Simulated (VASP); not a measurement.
# AlCo (NiAs type) (P6_3/mmc) in VASP: further runs, part 2 of 2

VASP 6.6.1. Earlier steps stand in the parts before.

### 4 Relaxation of cell and atoms, PBE, target pressure 89 GPa, at which the enthalpy is minimised

This run uses another cell than the first one, of 9.62 Å³/atom, 1.058 times its volume.

INCAR

```
PREC = Accurate
ENCUT = 600
EDIFF = 1E-6
ISMEAR = -1
SIGMA = 0.08
LREAL = False
LASPH = True
NELM = 80
ALGO = Normal
ISIF = 3
LWAVE = False
LCHARG = False
GGA = PE
IBRION = 2
NSW = 60
EDIFFG = -0.005
PSTRESS = 890.0
```

KPOINTS

```
Automatic mesh
0
Gamma
  12 12 7
```

POSCAR

```
AlCo
1.0
    3.0600878619      0.0000000000      0.0000000000
   -1.5300439310      2.6501138262      0.0000000000
    0.0000000000      0.0000000000      4.7431361860
Co Al
2 2
Direct
    0.0000000000      0.0000000000      0.0000000000
    0.0000000000      0.0000000000      0.5000000000
    0.3333333333      0.6666666667      0.2500000000
    0.6666666667      0.3333333333      0.7500000000
```

Potentials or basis: VASP PAW PBE potentials, release 64 (Co, Al).

Launch:

```console
$ cat potpaw_PBE.64/Co/POTCAR potpaw_PBE.64/Al/POTCAR > POTCAR
$ mpirun -np 1 vasp_std > vasp.out
```

OUTCAR:

```text
PREC = Accurate
   ENCUT = 600
   EDIFF = 1E-6
   ISMEAR = -1
   LREAL = False
   LASPH = True
   NELM = 80
   ISIF = 3
   GGA = PE
   IBRION = 2
   NSW = 60
   EDIFFG = -0.005
   PSTRESS = 890.0

 ion  position               nearest neighbor table
   1  0.000  0.000  0.000-   3 2.13   4 2.13   4 2.13   3 2.13   4 2.13   3 2.13   2 2.37   2 2.37

   2  0.000  0.000  0.500-   3 2.13   4 2.13   4 2.13   3 2.13   4 2.13   3 2.13   1 2.37   1 2.37

   3  0.333  0.667  0.250-   1 2.13   2 2.13   1 2.13   2 2.13   1 2.13   2 2.13   4 2.96   4 2.96
                             4 2.96   4 2.96   4 2.96   4 2.96
   4  0.667  0.333  0.750-   1 2.13   2 2.13   1 2.13   2 2.13   1 2.13   2 2.13   3 2.96   3 2.96
                             3 2.96   3 2.96   3 2.96   3 2.96

  LATTYP: Found a hexagonal cell.
 ALAT       =     3.0600878619
 C/A-ratio  =     1.5500000000

  Lattice vectors:

 A1 = (   3.0600878619,   0.0000000000,   0.0000000000)
 A2 = (  -1.5300439310,   2.6501138262,   0.0000000000)
 A3 = (   0.0000000000,   0.0000000000,   4.7431361860)

Analysis of symmetry for initial positions (statically):
=====================================================================
 Subroutine PRICEL returns:
 Original cell was already a primitive cell.

 Routine SETGRP: Setting up the symmetry group for a
 hexagonal supercell.

 Subroutine GETGRP returns: Found 24 space group operations
 (whereof 12 operations were pure point group operations)
 out of a pool of 24 trial point group operations.

The static configuration has the point symmetry D_3d.
 The point group associated with its full space group is D_6h.

Analysis of symmetry for dynamics (positions and initial velocities):
=====================================================================
 Subroutine PRICEL returns:
 Original cell was already a primitive cell.

 Routine SETGRP: Setting up the symmetry group for a
 hexagonal supercell.

 Subroutine GETGRP returns: Found 24 space group operations
 (whereof 12 operations were pure point group operations)
 out of a pool of 24 trial point group operations.

The dynamic configuration has the point symmetry D_3d.
 The point group associated with its full space group is D_6h.

 Subroutine INISYM returns: Found 24 space group operations
 (whereof 12 operations are pure point group operations),
 and found     1 'primitive' translations

----------------------------------------------------------------------------------------

                                     Primitive cell

  volume of cell :      38.4648

  direct lattice vectors                    reciprocal lattice vectors
     3.060087862  0.000000000  0.000000000     0.326788003  0.188671141  0.000000000
    -1.530043931  2.650113826  0.000000000     0.000000000  0.377342282  0.000000000
     0.000000000  0.000000000  4.743136186     0.000000000  0.000000000  0.210830969

  length of vectors
     3.060087862  3.060087862  4.743136186     0.377342282  0.377342282  0.210830969

  position of ions in fractional coordinates (direct lattice)
     0.000000000  0.000000000  0.000000000
     0.000000000  0.000000000  0.500000000
     0.333333333  0.666666667  0.250000000
     0.666666667  0.333333333  0.750000000

  ion indices of the primitive-cell ions
[... 61 lines left out ...]
   total plane-waves  NPLWV =  23040
   dimension x,y,z NGX =    24 NGY =   24 NGZ =   40
   dimension x,y,z NGXF=    48 NGYF=   48 NGZF=   80
   ions per type =               2   2
   NGX,Y,Z   is equivalent  to a cutoff of  13.04, 13.04, 14.02 a.u.
   NGXF,Y,Z  is equivalent  to a cutoff of  26.08, 26.08, 28.04 a.u.
 SYSTEM =  unknown system
   PREC   = accura    normal or accurate (medium, high low for compatibility)
   ISTART =      0    job   : 0-new  1-cont  2-samecut
   ICHARG =      2    charge: 1-file 2-atom 10-const
   ISPIN  =      1    spin polarized calculation?
   LNONCOLLINEAR =      F non collinear calculations
   LSORBIT =      F    spin-orbit coupling
   LASPH  =      T    aspherical Exc in radial PAW
   ENCUT  =  600.0 eV  44.10 Ry    6.64 a.u.   6.11  6.11  9.47*2*pi/ulx,y,z
   NELM   =     80;   NELMIN=  2; NELMDL= -5     # of ELM steps
   EDIFF  = 0.1E-05   stopping-criterion for ELM
   LREAL  =      F    real-space projection
   EDIFFG = -.5E-02   stopping-criterion for IOM
   NSW    =     60    number of steps for IOM
   IBRION =      2    ionic relax: 0-MD 1-quasi-New 2-CG
   NFREE  =      1    steps in history (QN), initial steepest desc. (CG)
   ISIF   =      3    stress and relaxation
   ISYM   =      2    0-nonsym 1-usesym 2-fastsym
   POTIM  = 0.5000    time-step for ionic-motion
   TEBEG  =    0.0;   TEEND  =   0.0 temperature during run
   PSTRESS=  890.0 pullay stress
   NELECT =      24.0000    total number of electrons
   NUPDOWN=      -1.0000    fix difference up-down
   EMIN   =  10.00;   EMAX   =-10.00  energy-range for DOS
   EFERMI =   0.00;   METHOD = LEGACY
   ISMEAR =    -1;   SIGMA  =   0.08  broadening in eV -4-tet -1-fermi 0-gaus
   EFERMI_NEDOS =   21; number of points for ismear=-14 and -15
   IALGO  =     38    algorithm
   IMIX   =      4    mixing-type and parameters
     AMIX     =   0.40;   BMIX     =  1.00
     AMIX_MAG =   1.60;   BMIX_MAG =  1.00
  volume/ion in A,a.u.               =       9.62        64.89
  Fermi-wavevector in a.u.,A,eV,Ry     =   1.398913  2.643561 26.626008  1.956956
  Thomas-Fermi vector in A             =   2.522024
   LORBIT       =      0    0 simple, 1 ext, 2 COOP (PROOUT), +10 PAW based schemes
   GGA     = PE    functional components
   LHFCALC =     F    Hartree Fock is set to
   AEXX    =    0.0000 exact exchange contribution
   IVDW    =     0    specifies the selected vdW correction
   LEPSILON=     F    determine dielectric tensor
   LRPA    =     F    only Hartree local field effects (RPA)
 conjugate gradient relaxation of ions
 non-spin polarized calculation
  energy-cutoff  :      600.00
  volume of cell :       38.46
 maximum number of plane-waves:      1304
   NGX = 13   NGY = 13   NGZ = 19

--------------------------------------- Ionic step        1  -------------------------------------------

 number of electron      23.9999991 magnetization

 Free energy of the ion-electron system (eV)
  ---------------------------------------------------
  ext. energy  EPLUGINS =         0.00000000
  ---------------------------------------------------
  free energy    TOTEN  =       -17.93039192 eV

  energy without entropy =      -17.88120065  energy(sigma->0) =      -17.90579629

------------------------ aborting loop because EDIFF is reached ----------------------------------------

  FORCE on cell =-STRESS in cart. coord.  units (eV):
  Direction    XX          YY          ZZ          XY          YZ          ZX
  --------------------------------------------------------------------------------------
  -------------------------------------------------------------------------------------
  Total       20.5376424     20.5376424     29.2455126     -0.0000000      0.0000000      0.0000000
  in kB      855.4549646    855.4549646   1218.1641129     -0.0000000      0.0000000      0.0000000
  external PRESSURE =      86.3580141 kB  Pullay stress =     890.0000000 kB
[... 103 lines left out ...]
  energy  without entropy=      -19.6015690111  energy(sigma->0) =      -19.62238594

  enthalpy is  TOTEN    =         3.1036342095 eV   P V=       22.7468370863

[... ionic steps 4 to 17 ...]

--------------------------------------- Ionic step       18  -------------------------------------------

 number of electron      23.9999974 magnetization

------------------------ aborting loop because EDIFF is reached ----------------------------------------
[... 75 lines left out ...]
--------------------------------------- Ionic step       20  -------------------------------------------

 number of electron      23.9999973 magnetization

 Free energy of the ion-electron system (eV)
  ---------------------------------------------------
  ext. energy  EPLUGINS =         0.00000000
  ---------------------------------------------------
  free energy    TOTEN  =       -20.18866227 eV

  energy without entropy =      -20.13163152  energy(sigma->0) =      -20.16014689

 E-fermi :  14.1301     XC(G=0): -13.5052

 val. band max:       14.1262582076   @ k =   0.1667   0.0833   0.4286
 cond. band min:      14.1617014744   @ k =   0.4167   0.0833   0.4286
 fundamental gap:      0.0354432668
 Fermi energy:        14.1300752393

 k-point     1 :       0.0000    0.0000    0.0000
  band No.  band energies     occupation
      1       1.2037      2.00000
      2       3.4182      2.00000
      3       5.4573      2.00000
      4       9.2996      2.00000
      5      11.3997      2.00000
      6      12.0660      2.00000
[... 433 lines left out ...]
      3       8.7644      2.00000
      4      10.0088      2.00000
      5      10.3643      2.00000
      6      11.1727      2.00000
[... 8 lines left out ...]
     15      18.3223      0.00000
     16      19.0276      0.00000

 [... further k-points ...]
[... 5 lines left out ...]
  --------------------------------------------------------------------------------------
  -------------------------------------------------------------------------------------
  Total       20.1762488     20.1762488     20.1723763     -0.0000000      0.0000000      0.0000000
  in kB      889.8905499    889.8905498    889.7197528     -0.0000002      0.0000000      0.0000000
  external PRESSURE =      -0.1663825 kB  Pullay stress =     890.0000000 kB
[... 23 lines left out ...]
  energy  without entropy=      -20.1316315169  energy(sigma->0) =      -20.16014689

  enthalpy is  TOTEN    =        -0.0099319524 eV   P V=       20.1787303145

 reached required accuracy - stopping structural energy minimisation
```

OSZICAR:

```text
N       E                     dE             d eps       ncg     rms          rms(c)
DAV:   1     0.140735553014E+03    0.14074E+03   -0.11861E+04  2448   0.193E+03
DAV:   2    -0.144054565520E+02   -0.15514E+03   -0.15111E+03  2432   0.330E+02
DAV:   3    -0.197603861339E+02   -0.53549E+01   -0.52856E+01  3080   0.837E+01
DAV:   4    -0.198597005418E+02   -0.99314E-01   -0.99169E-01  3048   0.962E+00
[... 188 lines left out ...]
DAV:   1    -0.201886803977E+02   -0.28325E-02   -0.52042E-04  2664   0.243E-01    0.316E-02
DAV:   2    -0.201886803378E+02    0.59854E-07   -0.18546E-04  3032   0.227E-01    0.311E-02
DAV:   3    -0.201886642120E+02    0.16126E-04   -0.91813E-05  2904   0.169E-01    0.103E-02
DAV:   4    -0.201886623061E+02    0.19059E-05   -0.27495E-06  1744   0.197E-02    0.209E-03
DAV:   5    -0.201886622669E+02    0.39159E-07   -0.47587E-07  1256   0.869E-03
  20 F= -.99319524E-02 E0= 0.18583423E-01  d E =-.847167E-05
```

CONTCAR:

```text
AlCo
   1.00000000000000
     2.4414907710455007   -0.0000000001950852   -0.0000000000000000
    -1.2207453857315920    2.1143930307936589    0.0000000000000000
     0.0000000000000000    0.0000000000000000    7.0367740521943656
  Co              Al
     2     2
Direct
     0.0000000000000000    0.0000000000000000    0.0000000000000000
     0.0000000000000000    0.0000000000000000    0.5000000000000000
     0.3333333332999970    0.6666666667000030    0.2500000000000000
     0.6666666667000030    0.3333333332999970    0.7500000000000000

  0.00000000E+00  0.00000000E+00  0.00000000E+00
  0.00000000E+00  0.00000000E+00  0.00000000E+00
  0.00000000E+00  0.00000000E+00  0.00000000E+00
  0.00000000E+00  0.00000000E+00  0.00000000E+00
```

Wall time 7.8 min (1 thread of Intel Xeon 6975P-C, shared host); peak memory 0.21 GiB.

Results:

```
Free energy                                            : -20.1887 eV
Relaxed volume                                         : 9.08 Å³/atom
Relaxed cell                                           : a = 2.441 Å, b = 2.441 Å, c = 7.037 Å, α = 90.00°, β = 90.00°, γ = 120.00°
Space group after relaxing (to 0.05 Å)                 : P6_3/mmc (No. 194)
Energy change on relaxing (the enthalpy is what falls) : -564.6 meV/atom
Ionic steps                                            : 20
Pressure after relaxing                                : 89.0 GPa
Band gap on the k mesh                                 : zero (band 12 reaches 15.38 eV, above the bottom of band 13 at 13.09 eV)
```

Step by step:
| step | energy change (eV) | largest force (eV/Å) | pressure (GPa) | volume (Å³) |
| --- | --- | --- | --- | --- |
| 1 | 0.0000 | 0.0000 | 97.64 | 38.46 |
| 2 | -1.8934 | 0.0000 | 62.10 | 41.28 |
| 3 | -1.7128 | 0.0000 | 65.72 | 40.95 |
| 4 | -1.7324 | 0.0000 | 66.72 | 40.57 |
| 5 | -1.6865 | 0.0000 | 74.11 | 39.14 |
| 6 | -1.2325 | 0.0000 | 110.43 | 35.14 |
| 7 | 29.6081 | 0.0000 | 617.20 | 24.21 |
| 8 | -1.0158 | 0.0000 | 117.16 | 34.64 |
| 9 | -0.2688 | 0.0000 | 136.04 | 33.46 |
| 10 | -0.4469 | 0.0000 | 131.79 | 33.70 |
| 11 | -0.6472 | 0.0000 | 126.22 | 33.93 |
| 12 | -0.6401 | 0.0000 | 126.73 | 33.92 |
| 13 | -0.9999 | 0.0000 | 118.47 | 34.38 |
| 14 | -1.9523 | 0.0000 | 96.32 | 35.80 |
| 15 | -2.2388 | 0.0000 | 89.41 | 36.29 |
| 16 | -2.2657 | 0.0000 | 88.81 | 36.34 |
| 17 | -2.2629 | 0.0000 | 88.85 | 36.33 |
| 18 | -2.2545 | 0.0000 | 89.09 | 36.32 |
| 19 | -2.2555 | 0.0000 | 89.07 | 36.32 |
| 20 | -2.2583 | 0.0000 | 88.98 | 36.33 |

Final structure:
```
Co Al
1.0
     2.44149    0.00000    0.00000
    -1.22075    2.11439    0.00000
     0.00000    0.00000    7.03677
Co Al
2 2
Direct
  0.00000 0.00000 0.00000
  0.00000 0.00000 0.50000
  0.33333 0.66667 0.25000
  0.66667 0.33333 0.75000
```

Levels at points of the mesh, in eV from the Fermi level:
```tsv
k point	band 9	band 10	band 11	band 12	band 13	band 14	band 15	band 16
(0.00, 0.00, 0.00)	-2.06	-1.87	-0.91	-0.91	-0.78	-0.78	4.60	10.82
(0.50, 0.00, 0.00)	-1.53	-1.37	-1.13	0.24	0.24	1.81	3.23	4.98
```

Caveat: the cell is relaxed towards a set pressure, so the enthalpy falls and the energy may rise.
